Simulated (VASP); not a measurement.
Wanted: the native input for a VASP 6.6.1 run.

* Task: single point
* Functional: LDA
* Potentials or basis: VASP PAW LDA potentials, release 64 (Mg, N, Cl)
* Cutoff: 520 eV
* k mesh: 9 × 9 × 9
* Occupations: gaussian, width 0.05 eV
* Spin: no spin polarisation
* Dipole correction: no
* Further INCAR settings: ALGO = Normal; EDIFF = 1e-07; NBANDS = 16

The structure of Mg2NCl lies in POSCAR:

```
Mg2NCl
1.0
    1.6191499507      0.9348166599      6.3031258500
   -1.6191499507      0.9348166599      6.3031258500
    0.0000000000     -1.8696333198      6.3031258500
Mg N Cl
2 1 1
Direct
    0.2228150000      0.2228150000      0.2228150000
    0.7771850000      0.7771850000      0.7771850000
    0.5000000000      0.5000000000      0.5000000000
    0.0000000000      0.0000000000      0.0000000000
```

This cell differs from its parent crystal: strain -0.025 along x and y, +0.050 along z.

One way to write it, as run:

INCAR

```
SYSTEM = Mg2NCl
PREC     = Accurate       ! precision mode
ENCUT    = 520            ! plane-wave cutoff, eV
EDIFF    = 1E-7           ! SCF threshold, eV
ISMEAR   = 0              ! smearing method
SIGMA    = 0.05           ! smearing width, eV
LREAL    = .False.        ! projectors in reciprocal space
LASPH    = .True.         ! aspherical terms in the spheres
NELM     = 80             ! most SCF steps
ALGO     = Normal         ! electronic algorithm
ISIF     = 2              ! what is computed and relaxed
LWAVE    = .False.        ! write WAVECAR
LCHARG   = .False.        ! write CHGCAR
GGA      = CA             ! functional
NBANDS   = 16             ! bands
```

KPOINTS

```
regular mesh
0
Gamma
  9 9 9
  0 0 0
```

Potentials or basis: VASP PAW LDA potentials, release 64 (Mg, N, Cl).

Run with:

```sh
$ cat potpaw_LDA.64/Mg/POTCAR potpaw_LDA.64/N/POTCAR potpaw_LDA.64/Cl/POTCAR > POTCAR
$ mpirun -np 1 vasp_std > vasp.out
```

Results of the run:

```json
{"Pressure": "-5.6 GPa", "Largest force": "0.510 eV/Å", "Band gap on the k mesh": "1.58 eV"}
```

Caveat: the cell differs from its parent crystal (strain -0.025 along x and y, +0.050 along z); the cell stands under tension; an odd mesh through Γ misses points on the zone boundary, where band edges can lie.

Run time: 2.1 min on 1 thread of Intel(R) Xeon(R) 6975P-C (Granite Rapids) (shared host), peak memory 0.31 GiB.
